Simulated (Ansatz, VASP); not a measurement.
# Two plane-wave programs on KHAu2

```xyz
8
Lattice="-2.7886 2.7886 5.8157 2.7886 -2.7886 5.8157 2.7886 2.7886 -5.8157" Properties=species:S:1:pos:R:3 pbc="T T T"
K     0.0000    0.0000    2.9079
K     0.0000    0.0000    8.7236
H     0.0000    2.7886    0.0000
H     2.7886    0.0000    0.0000
Au    1.3944    4.1830    0.0000
Au    1.3942    1.3944    0.0000
Au    1.3942   -1.3944    5.8157
Au    1.3944    1.3942    5.8157
```

Alike in both runs: functional PBE; k mesh 4 × 4 × 4; collinear spin.

Ansatz relaxed the structure, and its values are those at the end. VASP's run is a single point on that final structure, the one shown.

|  | VASP | Ansatz |
| --- | --- | --- |
| version | VASP 6.6.1 | Ansatz 0.2.0 |
| potentials or method | VASP PAW PBE potentials, release 64 (K_sv, H, Au), cutoff 520 eV | PAW plane waves |
| occupations | fermi-dirac, width 0.1 eV | fermi-dirac |
| valence electrons in the cell | 64 | 96 |

|  | VASP | Ansatz | Ansatz less VASP |
| --- | --- | --- | --- |
| gap on the k mesh at the Fermi level (eV) | none | none | - |
| pressure (GPa) | -0.1 | 0.0 | +0.10 |
| net moment per atom (μB) | 0.00 | 0.00 | 0.000 |

A gap of «none» marks a metal or a gap that the smearing closes. VASP's potentials hold 64 valence electrons a cell and Ansatz's 96, so a difference there can come from the potentials and not from the codes. Ansatz's warnings: filled band counts differ across k points, seeded moment not kept.

The k mesh is coarse, so the values compare programs but aren't converged. Spin-orbit coupling is off throughout.
